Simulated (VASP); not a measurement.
# InSb (F-43m) in VASP: further runs

Runs on InSb. Level: PBE. Tasks: single point.

All numbers are computed with VASP 6.6.1; they aren't measurements. Logs are shortened: lines on timing, memory, paths and dates and some standing lists are left out, and cuts for length are marked.

### Step 1. The cell of the first run

It takes space group F-43m (No. 216, cubic). The conventional cell has a = 6.521 Å, b = 6.521 Å, c = 6.521 Å, α = 90.00°, β = 90.00°, γ = 90.00°. In (site symmetry -43m) has 4 Sb at 2.82 Å within 3.7 Å. Sb (site symmetry -43m) has 4 In at 2.82 Å within 3.7 Å.

### Step 2. Single point, PBE (volume scaled by 1.02)

Input file INCAR:

```
PREC = Accurate
ENCUT = 520
EDIFF = 1E-6
ISMEAR = -1
SIGMA = 0.05
LREAL = F
LASPH = T
NELM = 60
ALGO = Normal
ISIF = 2
LWAVE = F
LCHARG = T
GGA = PE
LELF = T
LVHAR = T
NBANDS = 16
```

Input file KPOINTS:

```
Automatic mesh
0
Gamma
  9 9 9
```

Input file POSCAR:

```
InSb
1.0
    0.0000000000      3.2605516185      3.2605516185
    3.2605516185      0.0000000000      3.2605516185
    3.2605516185      3.2605516185      0.0000000000
In Sb
1 1
Direct
    0.0000000000      0.0000000000      0.0000000000
    0.7500000000      0.7500000000      0.7500000000
```

Potentials or basis: VASP PAW PBE potentials, release 64 (In_d, Sb).

The run is started by

```sh
> cat potpaw_PBE.64/In_d/POTCAR potpaw_PBE.64/Sb/POTCAR > POTCAR
> mpirun -np 1 vasp_std > vasp.out
```

OUTCAR:

```text
PREC = Accurate
   ENCUT = 520
   EDIFF = 1E-6
   ISMEAR = -1
   LREAL = F
   LASPH = T
   NELM = 60
   ISIF = 2
   GGA = PE

 ion  position               nearest neighbor table
   1  0.000  0.000  0.000-   2 2.82   2 2.82   2 2.82   2 2.82
   2  0.750  0.750  0.750-   1 2.82   1 2.82   1 2.82   1 2.82

  LATTYP: Found a face centered cubic cell.
 ALAT       =     6.5211032370

  Lattice vectors:

 A1 = (   0.0000000000,   3.2605516185,   3.2605516185)
 A2 = (   3.2605516185,   0.0000000000,   3.2605516185)
 A3 = (   3.2605516185,   3.2605516185,   0.0000000000)

Analysis of symmetry for initial positions (statically):
=====================================================================
 Subroutine PRICEL returns:
 Original cell was already a primitive cell.

 Routine SETGRP: Setting up the symmetry group for a
 face centered cubic supercell.

 Subroutine GETGRP returns: Found 24 space group operations
 (whereof 24 operations were pure point group operations)
 out of a pool of 48 trial point group operations.

The static configuration has the point symmetry T_d .

Analysis of symmetry for dynamics (positions and initial velocities):
=====================================================================
 Subroutine PRICEL returns:
 Original cell was already a primitive cell.

 Routine SETGRP: Setting up the symmetry group for a
 face centered cubic supercell.

 Subroutine GETGRP returns: Found 24 space group operations
 (whereof 24 operations were pure point group operations)
 out of a pool of 48 trial point group operations.

The dynamic configuration has the point symmetry T_d .

 Subroutine INISYM returns: Found 24 space group operations
 (whereof 24 operations are pure point group operations),
 and found     1 'primitive' translations

----------------------------------------------------------------------------------------

                                     Primitive cell

  volume of cell :      69.3271

  direct lattice vectors                    reciprocal lattice vectors
     0.000000000  3.260551619  3.260551619    -0.153348285  0.153348285  0.153348285
     3.260551619  0.000000000  3.260551619     0.153348285 -0.153348285  0.153348285
     3.260551619  3.260551619  0.000000000     0.153348285  0.153348285 -0.153348285

[... 72 lines left out ...]
   NGXF,Y,Z  is equivalent  to a cutoff of  25.96, 25.96, 25.96 a.u.
 SYSTEM =  unknown system
   PREC   = accura    normal or accurate (medium, high low for compatibility)
   ISTART =      0    job   : 0-new  1-cont  2-samecut
   ICHARG =      2    charge: 1-file 2-atom 10-const
   ISPIN  =      1    spin polarized calculation?
   LNONCOLLINEAR =      F non collinear calculations
   LSORBIT =      F    spin-orbit coupling
   LASPH  =      T    aspherical Exc in radial PAW
   ENCUT  =  520.0 eV  38.22 Ry    6.18 a.u.   8.57  8.57  8.57*2*pi/ulx,y,z
   NELM   =     60;   NELMIN=  2; NELMDL= -5     # of ELM steps
   EDIFF  = 0.1E-05   stopping-criterion for ELM
   LREAL  =      F    real-space projection
   EDIFFG = 0.1E-04   stopping-criterion for IOM
   NSW    =      0    number of steps for IOM
   IBRION =     -1    ionic relax: 0-MD 1-quasi-New 2-CG
   NFREE  =      0    steps in history (QN), initial steepest desc. (CG)
   ISIF   =      2    stress and relaxation
   ISYM   =      2    0-nonsym 1-usesym 2-fastsym
   POTIM  = 0.5000    time-step for ionic-motion
   TEBEG  =    0.0;   TEEND  =   0.0 temperature during run
   PSTRESS=    0.0 pullay stress
   NELECT =      18.0000    total number of electrons
   NUPDOWN=      -1.0000    fix difference up-down
   EMIN   =  10.00;   EMAX   =-10.00  energy-range for DOS
   EFERMI =   0.00;   METHOD = LEGACY
   ISMEAR =    -1;   SIGMA  =   0.05  broadening in eV -4-tet -1-fermi 0-gaus
   EFERMI_NEDOS =   21; number of points for ismear=-14 and -15
   IALGO  =     38    algorithm
   IMIX   =      4    mixing-type and parameters
     AMIX     =   0.40;   BMIX     =  1.00
     AMIX_MAG =   1.60;   BMIX_MAG =  1.00
  volume/ion in A,a.u.               =      34.66       233.92
  Fermi-wavevector in a.u.,A,eV,Ry     =   1.044395  1.973619 14.840690  1.090760
  Thomas-Fermi vector in A             =   2.179145
   LORBIT       =      0    0 simple, 1 ext, 2 COOP (PROOUT), +10 PAW based schemes
   GGA     = PE    functional components
   LHFCALC =     F    Hartree Fock is set to
   AEXX    =    0.0000 exact exchange contribution
   IVDW    =     0    specifies the selected vdW correction
   LEPSILON=     F    determine dielectric tensor
   LRPA    =     F    only Hartree local field effects (RPA)
 non-spin polarized calculation
  energy-cutoff  :      520.00
  volume of cell :       69.33
 maximum number of plane-waves:      1893
   NGX = 17   NGY = 17   NGZ = 17

 number of electron      17.9999994 magnetization

 Free energy of the ion-electron system (eV)
  ---------------------------------------------------
  ext. energy  EPLUGINS =         0.00000000
  ---------------------------------------------------
  free energy    TOTEN  =        -6.92731194 eV

  energy without entropy =       -6.92687301  energy(sigma->0) =       -6.92709247

 E-fermi :   4.9592     XC(G=0):  -8.6024

 val. band max:        4.9023891034   @ k =   0.0000   0.0000   0.0000
 cond. band min:       5.4250113303   @ k =   0.4444   0.0000   0.0000
 fundamental gap:      0.5226222268
 Fermi energy:         4.9591978201

 k-point     1 :       0.0000    0.0000    0.0000
  band No.  band energies     occupation
      1      -9.6631      2.00000
      2      -9.6631      2.00000
      3      -9.6631      2.00000
      4      -9.5833      2.00000
      5      -9.5833      2.00000
      6      -5.6932      2.00000
[... 433 lines left out ...]
      3      -9.6234      2.00000
      4      -9.6005      2.00000
      5      -9.5750      2.00000
      6      -3.8994      2.00000
[... 8 lines left out ...]
     15      14.9119      0.00000
     16      15.5339      0.00000

 [... further k-points ...]
[... 5 lines left out ...]
  --------------------------------------------------------------------------------------
  -------------------------------------------------------------------------------------
  Total        0.9295038      0.9295038      0.9295038     -0.0000000      0.0000000      0.0000000
  in kB       21.4811998     21.4811998     21.4811998     -0.0000000      0.0000000      0.0000000
  external PRESSURE =      21.4811998 kB  Pullay stress =       0.0000000 kB

 VOLUME and BASIS-vectors are now :
 -----------------------------------------------------------------------------
  energy-cutoff  :      520.00
  volume of cell :       69.33
      direct lattice vectors                 reciprocal lattice vectors
     0.000000000  3.260551619  3.260551619    -0.153348285  0.153348285  0.153348285
     3.260551619  0.000000000  3.260551619     0.153348285 -0.153348285  0.153348285
     3.260551619  3.260551619  0.000000000     0.153348285  0.153348285 -0.153348285

 POSITION                                       TOTAL-FORCE (eV/Angst)
 -----------------------------------------------------------------------------------
      0.00000      0.00000      0.00000         0.000000      0.000000     -0.000000
      4.89083      4.89083      4.89083        -0.000000     -0.000000      0.000000
 -----------------------------------------------------------------------------------
    total drift:                                0.000000      0.000000      0.000000

  FREE ENERGIE OF THE ION-ELECTRON SYSTEM (eV)
  ---------------------------------------------------
  free  energy   TOTEN  =        -6.9273119389 eV

  energy  without entropy=       -6.9268730071  energy(sigma->0) =       -6.92709247
```

OSZICAR:

```text
N       E                     dE             d eps       ncg     rms          rms(c)
DAV:   1     0.112383863379E+03    0.11238E+03   -0.78510E+03  1120   0.111E+03
DAV:   2     0.235290307705E+00   -0.11215E+03   -0.10866E+03  1264   0.284E+02
DAV:   3    -0.682479305170E+01   -0.70601E+01   -0.70321E+01  1416   0.722E+01
DAV:   4    -0.702191302659E+01   -0.19712E+00   -0.19708E+00  1440   0.138E+01
DAV:   5    -0.703384444300E+01   -0.11931E-01   -0.11931E-01  1656   0.285E+00    0.405E+00
DAV:   6    -0.693835150731E+01    0.95493E-01   -0.15207E-01  1672   0.586E+00    0.235E+00
DAV:   7    -0.692551865912E+01    0.12833E-01   -0.66495E-02  1512   0.238E+00    0.613E-01
DAV:   8    -0.692657084244E+01   -0.10522E-02   -0.74685E-03  1440   0.982E-01    0.247E-01
DAV:   9    -0.692721293538E+01   -0.64209E-03   -0.91115E-04  1392   0.249E-01    0.763E-02
DAV:  10    -0.692726662553E+01   -0.53690E-04   -0.52047E-05  1512   0.514E-02    0.369E-02
DAV:  11    -0.692731016243E+01   -0.43537E-04   -0.77967E-05  1288   0.583E-02    0.231E-02
DAV:  12    -0.692731150942E+01   -0.13470E-05   -0.12789E-06  1296   0.838E-03    0.618E-03
DAV:  13    -0.692731193894E+01   -0.42952E-06   -0.14627E-06  1304   0.700E-03
   1 F= -.69273119E+01 E0= -.69270925E+01  d E =-.438932E-03
```

stdout:

```text
POSCAR found type information on POSCAR InSb
 POSCAR found :  2 types and       2 ions
 scaLAPACK will be used
 LDA part: xc-table for (Slater+PW92), standard interpolation
 POSCAR, INCAR and KPOINTS ok, starting setup
 FFT: planning ... GRIDC
 FFT: planning ... GRID_SOFT
 FFT: planning ... GRID
 WAVECAR not read
 entering main loop
```

Run time: 18 s. Hardware: 1 thread of Intel Xeon 6975P-C (Granite Rapids), shared host; peak memory 0.22 GiB.

What came out:

```
Free energy            : -6.9273 eV
Pressure               : 2.1 GPa
Band gap on the k mesh : zero (filled and empty bands touch)
```

Caveat: spin-orbit coupling is left out, which moves the levels of the heavy elements.

### Step 3. Single point, PBE (volume scaled by 1.04)

Input file INCAR:

```
SYSTEM = InSb
PREC = Accurate
ENCUT = 520
EDIFF = 1E-6
ISMEAR = -1
SIGMA = 0.05
LREAL = .False.
LASPH = .True.
NELM = 80
ALGO = Normal
ISIF = 2
LWAVE = .False.
LCHARG = .True.
GGA = PE
LELF = .True.
LVHAR = .True.
NBANDS = 16
```

Input file KPOINTS:

```
Automatic mesh
0
Gamma
  9 9 9
  0 0 0
```

Input file POSCAR:

```
InSb
1.0
    0.0000000000      3.2817246249      3.2817246249
    3.2817246249      0.0000000000      3.2817246249
    3.2817246249      3.2817246249      0.0000000000
In Sb
1 1
Direct
    0.0000000000      0.0000000000      0.0000000000
    0.7500000000      0.7500000000      0.7500000000
```

Potentials or basis: VASP PAW PBE potentials, release 64 (In_d, Sb).

The run is started by

```sh
> cat potpaw_PBE.64/In_d/POTCAR potpaw_PBE.64/Sb/POTCAR > POTCAR
> mpirun -np 1 vasp_std > vasp.out
```

OUTCAR:

```text
SYSTEM = InSb
   PREC = Accurate
   ENCUT = 520
   EDIFF = 1E-6
   ISMEAR = -1
   LREAL = .False.
   LASPH = .True.
   NELM = 80
   ISIF = 2
   GGA = PE

 ion  position               nearest neighbor table
   1  0.000  0.000  0.000-   2 2.84   2 2.84   2 2.84   2 2.84
   2  0.750  0.750  0.750-   1 2.84   1 2.84   1 2.84   1 2.84

  LATTYP: Found a face centered cubic cell.
 ALAT       =     6.5634492498

  Lattice vectors:

 A1 = (   0.0000000000,   3.2817246249,   3.2817246249)
[... 624 lines left out ...]
      3      -9.7871      2.00000
      4      -9.7649      2.00000
      5      -9.7414      2.00000
      6      -4.0445      2.00000
[... 8 lines left out ...]
     15      14.6704      0.00000
     16      15.1936      0.00000

 [... further k-points ...]
[... 5 lines left out ...]
  --------------------------------------------------------------------------------------
  -------------------------------------------------------------------------------------
  Total        0.5622232      0.5622232      0.5622232      0.0000000      0.0000000     -0.0000000
  in kB       12.7433299     12.7433299     12.7433299      0.0000000      0.0000000     -0.0000000
  external PRESSURE =      12.7433299 kB  Pullay stress =       0.0000000 kB

 VOLUME and BASIS-vectors are now :
 -----------------------------------------------------------------------------
  energy-cutoff  :      520.00
  volume of cell :       70.69
      direct lattice vectors                 reciprocal lattice vectors
     0.000000000  3.281724625  3.281724625    -0.152358914  0.152358914  0.152358914
     3.281724625  0.000000000  3.281724625     0.152358914 -0.152358914  0.152358914
     3.281724625  3.281724625  0.000000000     0.152358914  0.152358914 -0.152358914

 POSITION                                       TOTAL-FORCE (eV/Angst)
 -----------------------------------------------------------------------------------
      0.00000      0.00000      0.00000         0.000000     -0.000000     -0.000000
      4.92259      4.92259      4.92259        -0.000000      0.000000      0.000000
 -----------------------------------------------------------------------------------
    total drift:                                0.000000      0.000000      0.000000

  FREE ENERGIE OF THE ION-ELECTRON SYSTEM (eV)
  ---------------------------------------------------
  free  energy   TOTEN  =        -6.9420283606 eV

  energy  without entropy=       -6.9415784816  energy(sigma->0) =       -6.94180342
```

It took 17 s on 1 thread of Intel Xeon 6975P-C (Granite Rapids), shared host; peak memory 0.22 GiB.

What came out:

| Quantity | Value |
| --- | --- |
| Free energy | -6.9420 eV |
| Pressure | 1.3 GPa |
| Band gap on the k mesh | zero (filled and empty bands touch) |

Caveat: spin-orbit coupling is left out, which moves the levels of the heavy elements.
